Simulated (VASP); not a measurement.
# Ga4Cu3Se7 (a cell with a defect) in VASP: a series of runs

Ga4Cu3Se7 (a cell with a defect) is run at these levels: PBEsol; tasks: single point.

Everything below comes from runs of VASP 6.6.1. Logs are shortened: lines on timing, memory, paths and dates and some standing lists are left out, and cuts for length are marked.

## (1) The cell of the first run

The cell holds a defect, 14 atoms: a = 5.570 Å, b = 5.570 Å, c = 11.071 Å, α = 90.00°, β = 90.00°, γ = 90.00°.

## (2) Single point, PBEsol

Input file INCAR:

```
PREC     = Accurate       # precision mode
ENCUT    = 520            # plane-wave cutoff, eV
EDIFF    = 1E-7           # SCF threshold, eV
ISMEAR   = -1             # smearing method
SIGMA    = 0.05           # smearing width, eV
LREAL    = False          # projectors in reciprocal space
LASPH    = True           # aspherical terms in the spheres
NELM     = 60             # most SCF steps
ALGO     = Normal         # electronic algorithm
ISIF     = 2              # what is computed and relaxed
LWAVE    = False          # write WAVECAR
LCHARG   = True           # write CHGCAR
GGA      = PS             # functional
LELF     = True           # ELF
LVHAR    = True         
NBANDS   = 76             # bands
NELECT   = 129.0        
ISYM     = 0
```

Input file KPOINTS:

```
Automatic mesh
0
Gamma
  1 1 1
  0.25 0.25 0.25
```

Input file POSCAR:

```
Ga4Cu3Se7
1.0
    5.5698670000     -0.0000550000     -0.0000110000
   -0.0000550000      5.5698670000     -0.0000110000
   -0.0000220000     -0.0000220000     11.0708550000
Cu Ga Se
3 4 7
Direct
    0.9919140000      0.9821300000      0.9964990000
    0.0034480000      0.5019480000      0.2526030000
    0.5042810000      0.9975600000      0.7468320000
    0.9956820000      0.9940020000      0.4986990000
    0.4936810000      0.9964240000      0.2517120000
    0.4989270000      0.4979570000      0.9974930000
    0.0053750000      0.4982500000      0.7494120000
    0.2346860000      0.2510960000      0.1232850000
    0.7566120000      0.7434230000      0.1276160000
    0.7381640000      0.2555090000      0.3715270000
    0.2383250000      0.7436920000      0.3780430000
    0.7370800000      0.2417330000      0.8793140000
    0.7398780000      0.7461540000      0.6232530000
    0.2567650000      0.7587110000      0.8758040000
```

Potentials or basis: VASP PAW PBE potentials, release 64 (Cu, Ga_d, Se).

Started as:

```
$ cat potpaw_PBE.64/Cu/POTCAR potpaw_PBE.64/Ga_d/POTCAR potpaw_PBE.64/Se/POTCAR > POTCAR
$ mpirun -np 1 vasp_std > vasp.out
```

OUTCAR:

```text
PREC = Accurate
   ENCUT = 520
   EDIFF = 1E-7
   ISMEAR = -1
   LREAL = False
   LASPH = True
   NELM = 60
   ISIF = 2
   GGA = PS
   NELECT = 129.0
   ISYM = 0

 ion  position               nearest neighbor table
   1  0.992  0.982  0.996-  14 2.35   9 2.36  12 2.41   8 2.46
   2  0.003  0.502  0.253-  11 2.34   9 2.37   8 2.38  10 2.41
   3  0.504  0.998  0.747-  13 2.36  12 2.38  14 2.39
   4  0.996  0.994  0.499-  11 2.36  13 2.42  10 2.48
   5  0.494  0.996  0.252-  10 2.39  11 2.44   9 2.45   8 2.47
   6  0.499  0.498  0.997-  12 2.35  14 2.40   8 2.45   9 2.45
   7  0.005  0.498  0.749-  14 2.45  13 2.46  12 2.52
   8  0.235  0.251  0.123-   2 2.38   6 2.45   1 2.46   5 2.47
   9  0.757  0.743  0.128-   1 2.36   2 2.37   6 2.45   5 2.45
  10  0.738  0.256  0.372-   5 2.39   2 2.41   4 2.48
  11  0.238  0.744  0.378-   2 2.34   4 2.36   5 2.44
  12  0.737  0.242  0.879-   6 2.35   3 2.38   1 2.41   7 2.52
  13  0.740  0.746  0.623-   3 2.36   4 2.42   7 2.46
  14  0.257  0.759  0.876-   1 2.35   3 2.39   6 2.40   7 2.45

IMPORTANT INFORMATION: All symmetrisations will be switched off!
NOSYMM: (Re-)initialisation of all symmetry stuff for point group C_1.

----------------------------------------------------------------------------------------

                                     Primitive cell

  volume of cell :     343.4558

  direct lattice vectors                    reciprocal lattice vectors
     5.569867000 -0.000055000 -0.000011000     0.179537501  0.000001773  0.000000357
    -0.000055000  5.569867000 -0.000011000     0.000001773  0.179537501  0.000000357
    -0.000022000 -0.000022000 11.070855000     0.000000178  0.000000178  0.090327260

  length of vectors
     5.569867000  5.569867000 11.070855000     0.179537501  0.179537501  0.090327260

  position of ions in fractional coordinates (direct lattice)
     0.991914000  0.982130000  0.996499000
     0.003448000  0.501948000  0.252603000
     0.504281000  0.997560000  0.746832000
     0.995682000  0.994002000  0.498699000
     0.493681000  0.996424000  0.251712000
     0.498927000  0.497957000  0.997493000
     0.005375000  0.498250000  0.749412000
     0.234686000  0.251096000  0.123285000
     0.756612000  0.743423000  0.127616000
     0.738164000  0.255509000  0.371527000
     0.238325000  0.743692000  0.378043000
     0.737080000  0.241733000  0.879314000
     0.739878000  0.746154000  0.623253000
     0.256765000  0.758711000  0.875804000

  ion indices of the primitive-cell ions
   primitive index   ion index
                 1           1
                 2           2
                 3           3
                 4           4
                 5           5
                 6           6
                 7           7
                 8           8
                 9           9
                10          10
                11          11
                12          12
                13          13
                14          14

----------------------------------------------------------------------------------------

 KPOINTS: Automatic mesh

Automatic generation of k-mesh.
 Grid dimensions read from file:
 generate k-points for:    1    1    1

 Generating k-lattice:

  Cartesian coordinates                     Fractional coordinates (reciprocal lattice)
     0.179537501  0.000001773  0.000000357     1.000000000  0.000000000  0.000000000
     0.000001773  0.179537501  0.000000357     0.000000000  1.000000000  0.000000000
     0.000000178  0.000000178  0.090327260     0.000000000  0.000000000  1.000000000

  Length of vectors
     0.179537501  0.179537501  0.090327260

  Shift w.r.t. Gamma in fractional coordinates (k-lattice)
     0.250000000  0.250000000  0.250000000

 Subroutine IBZKPT returns following result:
 ===========================================

 Found      2 irreducible k-points:

 Following reciprocal coordinates:
            Coordinates               Weight
  0.250000  0.250000  0.250000      2.000000
 -0.250000 -0.250000  0.250000      2.000000
   k-points           NKPTS =      2   k-points in BZ     NKDIM =      2   number of bands    NBANDS=     76
   number of dos      NEDOS =    301   number of ions     NIONS =     14
   total plane-waves  NPLWV = 148176
   dimension x,y,z NGX =    42 NGY =   42 NGZ =   84
   dimension x,y,z NGXF=    84 NGYF=   84 NGZF=  168
   ions per type =               3   4   7
   NGX,Y,Z   is equivalent  to a cutoff of  12.54, 12.54, 12.61 a.u.
   NGXF,Y,Z  is equivalent  to a cutoff of  25.07, 25.07, 25.23 a.u.
 SYSTEM =  unknown system
   PREC   = accura    normal or accurate (medium, high low for compatibility)
   ISTART =      0    job   : 0-new  1-cont  2-samecut
   ICHARG =      2    charge: 1-file 2-atom 10-const
   ISPIN  =      1    spin polarized calculation?
   LNONCOLLINEAR =      F non collinear calculations
   LSORBIT =      F    spin-orbit coupling
   LASPH  =      T    aspherical Exc in radial PAW
   ENCUT  =  520.0 eV  38.22 Ry    6.18 a.u.  10.36 10.36 20.58*2*pi/ulx,y,z
   NELM   =     60;   NELMIN=  2; NELMDL= -5     # of ELM steps
   EDIFF  = 0.1E-06   stopping-criterion for ELM
   LREAL  =      F    real-space projection
   EDIFFG = 0.1E-05   stopping-criterion for IOM
   NSW    =      0    number of steps for IOM
   IBRION =     -1    ionic relax: 0-MD 1-quasi-New 2-CG
   NFREE  =      0    steps in history (QN), initial steepest desc. (CG)
   ISIF   =      2    stress and relaxation
   ISYM   =      0    0-nonsym 1-usesym 2-fastsym
   POTIM  = 0.5000    time-step for ionic-motion
   TEBEG  =    0.0;   TEEND  =   0.0 temperature during run
   PSTRESS=    0.0 pullay stress
   NELECT =     129.0000    total number of electrons
   NUPDOWN=      -1.0000    fix difference up-down
   EMIN   =  10.00;   EMAX   =-10.00  energy-range for DOS
   EFERMI =   0.00;   METHOD = LEGACY
   ISMEAR =    -1;   SIGMA  =   0.05  broadening in eV -4-tet -1-fermi 0-gaus
   EFERMI_NEDOS =   21; number of points for ismear=-14 and -15
   IALGO  =     38    algorithm
   IMIX   =      4    mixing-type and parameters
     AMIX     =   0.40;   BMIX     =  1.00
     AMIX_MAG =   1.60;   BMIX_MAG =  1.00
  volume/ion in A,a.u.               =      24.53       165.55
  Fermi-wavevector in a.u.,A,eV,Ry     =   1.181176  2.232098 18.982519  1.395176
  Thomas-Fermi vector in A             =   2.317454
   LORBIT       =      0    0 simple, 1 ext, 2 COOP (PROOUT), +10 PAW based schemes
   GGA     = PS    functional components
   LHFCALC =     F    Hartree Fock is set to
   AEXX    =    0.0000 exact exchange contribution
   IVDW    =     0    specifies the selected vdW correction
   LEPSILON=     F    determine dielectric tensor
   LRPA    =     F    only Hartree local field effects (RPA)
 non-spin polarized calculation
  energy-cutoff  :      520.00
  volume of cell :      343.46
 maximum number of plane-waves:      9234
 NGX is ok and might be reduce to    42
   NGX = 21   NGY = 21   NGZ = 41

 number of electron     128.9999972 magnetization

 Free energy of the ion-electron system (eV)
  ---------------------------------------------------
  ext. energy  EPLUGINS =         0.00000000
  ---------------------------------------------------
  free energy    TOTEN  =       -50.44037623 eV

  energy without entropy =      -50.37958930  energy(sigma->0) =      -50.40998277

 E-fermi :   3.8549     XC(G=0):  -9.3759

 val. band max:        3.8117353447   @ k =   0.2500   0.2500   0.2500
 cond. band min:       3.8981490265   @ k =  -0.2500  -0.2500   0.2500
 fundamental gap:      0.0864136818
 Fermi energy:         3.8549418588

 k-point     1 :       0.2500    0.2500    0.2500
  band No.  band energies     occupation
      1     -12.6984      2.00000
      2     -12.6819      2.00000
      3     -12.6730      2.00000
      4     -12.5115      2.00000
      5     -12.4991      2.00000
      6     -12.4927      2.00000
[... 68 lines left out ...]
     75       7.1596      0.00000
     76       7.4881      0.00000

 k-point     2 :      -0.2500   -0.2500    0.2500
  band No.  band energies     occupation
      1     -12.6984      2.00000
      2     -12.6819      2.00000
      3     -12.6730      2.00000
      4     -12.5115      2.00000
      5     -12.4991      2.00000
      6     -12.4926      2.00000
[... 68 lines left out ...]
     75       7.3201      0.00000
     76       7.5249      0.00000

------------------------ aborting loop because EDIFF is reached ----------------------------------------

  FORCE on cell =-STRESS in cart. coord.  units (eV):
  Direction    XX          YY          ZZ          XY          YZ          ZX
  --------------------------------------------------------------------------------------
  -------------------------------------------------------------------------------------
  Total       17.4515449     17.3848471     17.4249762     -6.2829082      1.3114166     -1.1863953
  in kB       81.4092303     81.0980935     81.2852905    -29.3089653      6.1175912     -5.5343826
  external PRESSURE =      81.2642048 kB  Pullay stress =       0.0000000 kB

 VOLUME and BASIS-vectors are now :
 -----------------------------------------------------------------------------
  energy-cutoff  :      520.00
  volume of cell :      343.46
      direct lattice vectors                 reciprocal lattice vectors
     5.569867000 -0.000055000 -0.000011000     0.179537501  0.000001773  0.000000357
    -0.000055000  5.569867000 -0.000011000     0.000001773  0.179537501  0.000000357
    -0.000022000 -0.000022000 11.070855000     0.000000178  0.000000178  0.090327260

 POSITION                                       TOTAL-FORCE (eV/Angst)
 -----------------------------------------------------------------------------------
      5.52475      5.47026     11.03207         0.062127      0.299314      0.575707
      0.01917      2.79578      2.79653        -0.124467     -0.199530      0.497637
      2.80871      5.55623      8.26805         0.185263     -0.128849      0.149634
      5.54575      5.53639      5.52100         0.245414      1.363190      0.890090
      2.74968      5.54992      2.78665        -0.154378      0.148835      0.391628
      2.77891      2.77350     11.04309        -0.241649      0.005684      0.752522
      0.02989      2.77517      8.29663         0.596112     -1.206520     -0.965655
      1.30715      1.39856      1.36487        -0.033889     -0.355025     -0.356450
      4.21418      4.14072      1.41280        -0.321480      0.144341     -0.554557
      4.11145      1.42310      4.11311        -0.052845     -0.150755     -0.067909
      1.32739      4.14224      4.18525         0.751505     -0.594748     -0.694239
      4.10540      1.34636      9.73475         0.092294      0.226180     -0.665696
      4.12097      4.15592      6.89993        -0.889335     -0.053880      0.210675
      1.43009      4.22589      9.69589        -0.114671      0.501764     -0.163388
 -----------------------------------------------------------------------------------
    total drift:                               -0.002349     -0.000568     -0.002207

  FREE ENERGIE OF THE ION-ELECTRON SYSTEM (eV)
  ---------------------------------------------------
  free  energy   TOTEN  =       -50.4403762311 eV

  energy  without entropy=      -50.3795893027  energy(sigma->0) =      -50.40998277
```

Run time: 3.1 min. Hardware: 1 thread of Oxide Virtual Turin-like, shared host; peak memory 0.33 GiB.

What came out:

```yaml
Free_energy: -50.4404 eV
Largest_force: 1.656 eV/Å
```

Forces on the atoms (eV/Å):
```
Cu   0.062  0.299  0.576
Cu  -0.124 -0.200  0.498
Cu   0.185 -0.129  0.150
Ga   0.245  1.363  0.890
Ga  -0.154  0.149  0.392
Ga  -0.242  0.006  0.753
Ga   0.596 -1.207 -0.966
Se  -0.034 -0.355 -0.356
Se  -0.321  0.144 -0.555
Se  -0.053 -0.151 -0.068
Se   0.752 -0.595 -0.694
Se   0.092  0.226 -0.666
Se  -0.889 -0.054  0.211
Se  -0.115  0.502 -0.163
```

Levels at points of the mesh, in eV from the Fermi level:
| k point | band 60 | band 61 | band 62 | band 63 | band 64 | band 65 | band 66 | band 67 | band 68 | band 69 |
| --- | --- | --- | --- | --- | --- | --- | --- | --- | --- | --- |
| (0.25, 0.25, 0.25) | -2.00 | -1.80 | -1.63 | -1.41 | -0.90 | -0.04 | 0.70 | 0.98 | 1.41 | 1.97 |

Caveat: the k points lie up to 0.56 Å⁻¹ apart, too coarse for converged energies and pressures of a metal; the cell carries a net charge on a neutralising background, which shifts energy and pressure; the cell is charged against a uniform background, so pressure and absolute levels hang on convention; the PAW data sets were made with another functional, which shifts forces and pressure a little; an odd number of electrons without spin polarisation forces a metal; a magnetic or distorted state may lie lower.

## (3) Single point, PBEsol, collinear spin

Input file INCAR:

```
SYSTEM = Ga4Cu3Se7
PREC = Accurate
ENCUT = 520
EDIFF = 1E-7
ISMEAR = -1
SIGMA = 0.05
LREAL = .FALSE.
LASPH = .TRUE.
NELM = 150
ALGO = Normal
ISIF = 2
LWAVE = .FALSE.
LCHARG = .FALSE.
ISPIN = 2
MAGMOM = 0 0 0.167 0.167 0 0 0.167 0 0 0.167 0.167 0 0.167 0
LORBIT = 11
LMAXMIX = 4
GGA = PS
ISYM = 0
NBANDS = 80
```

KPOINTS is that of step 2.

POSCAR is that of step 2.

Potentials or basis: VASP PAW PBE potentials, release 64 (Cu, Ga_d, Se).

Started as:

```
$ cat potpaw_PBE.64/Cu/POTCAR potpaw_PBE.64/Ga_d/POTCAR potpaw_PBE.64/Se/POTCAR > POTCAR
$ mpirun -np 1 vasp_std > vasp.out
```

OUTCAR:

```text
SYSTEM = Ga4Cu3Se7
   PREC = Accurate
   ENCUT = 520
   EDIFF = 1E-7
   ISMEAR = -1
   LREAL = .FALSE.
   LASPH = .TRUE.
   NELM = 150
   ISIF = 2
   ISPIN = 2
   LORBIT = 11
   GGA = PS
   ISYM = 0

 ion  position               nearest neighbor table
   1  0.992  0.982  0.996-  14 2.35   9 2.36  12 2.41   8 2.46
   2  0.003  0.502  0.253-  11 2.34   9 2.37   8 2.38  10 2.41
   3  0.504  0.998  0.747-  13 2.36  12 2.38  14 2.39
   4  0.996  0.994  0.499-  11 2.36  13 2.42  10 2.48
   5  0.494  0.996  0.252-  10 2.39  11 2.44   9 2.45   8 2.47
   6  0.499  0.498  0.997-  12 2.35  14 2.40   8 2.45   9 2.45
   7  0.005  0.498  0.749-  14 2.45  13 2.46  12 2.52
   8  0.235  0.251  0.123-   2 2.38   6 2.45   1 2.46   5 2.47
   9  0.757  0.743  0.128-   1 2.36   2 2.37   6 2.45   5 2.45
  10  0.738  0.256  0.372-   5 2.39   2 2.41   4 2.48
  11  0.238  0.744  0.378-   2 2.34   4 2.36   5 2.44
  12  0.737  0.242  0.879-   6 2.35   3 2.38   1 2.41   7 2.52
  13  0.740  0.746  0.623-   3 2.36   4 2.42   7 2.46
  14  0.257  0.759  0.876-   1 2.35   3 2.39   6 2.40   7 2.45

IMPORTANT INFORMATION: All symmetrisations will be switched off!
NOSYMM: (Re-)initialisation of all symmetry stuff for point group C_1.

----------------------------------------------------------------------------------------

[... 492 lines left out ...]
      2.77891      2.77350     11.04309        -0.068538      0.252244      0.982381
      0.02989      2.77517      8.29663        -0.174671     -0.297164     -0.099107
      1.30715      1.39856      1.36487         0.062218     -0.330075     -0.431745
      4.21418      4.14072      1.41280        -0.414771      0.171146     -0.572500
      4.11145      1.42310      4.11311         0.478198      0.104725      0.401512
      1.32739      4.14224      4.18525         0.518688     -0.127311     -0.171879
      4.10540      1.34636      9.73475         0.294810     -0.090398     -1.058585
      4.12097      4.15592      6.89993        -0.013608      0.097741      0.083593
      1.43009      4.22589      9.69589        -0.103567      0.188972     -0.647621
 -----------------------------------------------------------------------------------
    total drift:                               -0.002464     -0.000439     -0.002427

  FREE ENERGIE OF THE ION-ELECTRON SYSTEM (eV)
  ---------------------------------------------------
  free  energy   TOTEN  =       -57.0802738183 eV

  energy  without entropy=      -57.0407136768  energy(sigma->0) =      -57.06049375

 total charge

# of ion       s       p       d       tot
------------------------------------------
    1        0.382   0.362   9.253   9.997
    2        0.395   0.384   9.237  10.016
    3        0.385   0.280   9.274   9.939
    4        0.917   0.635   9.997  11.549
    5        0.868   0.720  10.021  11.609
    6        0.874   0.757  10.029  11.660
    7        0.953   0.586   9.980  11.519
    8        1.447   2.360   0.047   3.855
    9        1.445   2.382   0.052   3.879
   10        1.462   2.343   0.034   3.840
   11        1.462   2.357   0.041   3.860
   12        1.448   2.377   0.051   3.877
   13        1.467   2.320   0.038   3.825
   14        1.447   2.377   0.055   3.879
--------------------------------------------------
tot         14.952  20.243  68.109 103.303

 magnetization (x)

# of ion       s       p       d       tot
------------------------------------------
    1        0.003   0.003   0.029   0.034
    2        0.000   0.002   0.024   0.026
    3        0.008   0.009   0.027   0.043
    4        0.010   0.023   0.002   0.035
    5        0.000   0.001   0.001   0.002
    6        0.003   0.002   0.002   0.007
    7        0.037   0.050   0.000   0.087
    8        0.001   0.022   0.000   0.024
    9        0.000   0.006   0.000   0.006
   10        0.001   0.012   0.001   0.013
   11        0.001   0.020   0.000   0.021
   12        0.001   0.029   0.001   0.032
   13        0.002   0.055   0.001   0.059
   14        0.002   0.034   0.001   0.037
--------------------------------------------------
tot          0.068   0.269   0.089   0.426
```

It took 9 min on 1 thread of Oxide Virtual Turin-like, shared host; peak memory 0.48 GiB.

Results:

- Free energy: -57.0803 eV
- Pressure: -0.8 GPa
- Largest force: 1.103 eV/Å
- Band gap on the k mesh: 0.16 eV
- Net moment: 0.76 μB per cell
- Site moments: Cu +0.03, +0.04 (each value once); Ga +0.04, +0.00, +0.01, +0.09; Se +0.02, +0.01, +0.03, +0.06, +0.04 (each value once) μB
- Valence electrons inside the program's atomic spheres: Cu 10.00, 10.02, 9.94; Ga 11.55, 11.61, 11.66, 11.52; Se 3.85, 3.88, 3.84, 3.86, 3.83 (each value once)

Forces in eV/Å, atoms in the order of the input:
```
Cu  -0.043  0.261  0.578
Cu  -0.106 -0.250  0.430
Cu   0.265 -0.247  0.429
Ga  -0.608  0.310 -0.180
Ga  -0.087 -0.045  0.257
Ga  -0.069  0.252  0.982
Ga  -0.175 -0.297 -0.099
Se   0.062 -0.330 -0.432
Se  -0.415  0.171 -0.573
Se   0.478  0.105  0.402
Se   0.519 -0.127 -0.172
Se   0.295 -0.090 -1.059
Se  -0.014  0.098  0.084
Se  -0.104  0.189 -0.648
```

Stress tensor (GPa, compression positive):
```
-0.36 -3.09 -0.72
-3.09 -0.48  0.21
-0.72  0.21 -1.49
```

Levels at points of the mesh, in eV from the valence-band top:
Spin up:
```csv
k point,band 60,band 61,band 62,band 63,band 64,band 65,band 66,band 67,band 68,band 69
"(0.25, 0.25, 0.25)",-0.85,-0.75,-0.46,-0.23,-0.03,0.85,1.92,2.28,2.56,3.21
```
Spin down:
```csv
k point,band 60,band 61,band 62,band 63,band 64,band 65,band 66,band 67
"(0.25, 0.25, 0.25)",-0.81,-0.68,-0.42,-0.17,0.16,0.99,1.96,2.31
```

Caveat: the k points lie up to 0.56 Å⁻¹ apart; a moment this small can come from the mesh or the smearing; the PAW data sets were made with another functional, which shifts forces and pressure a little.

(Continued in part 2 of 2.)
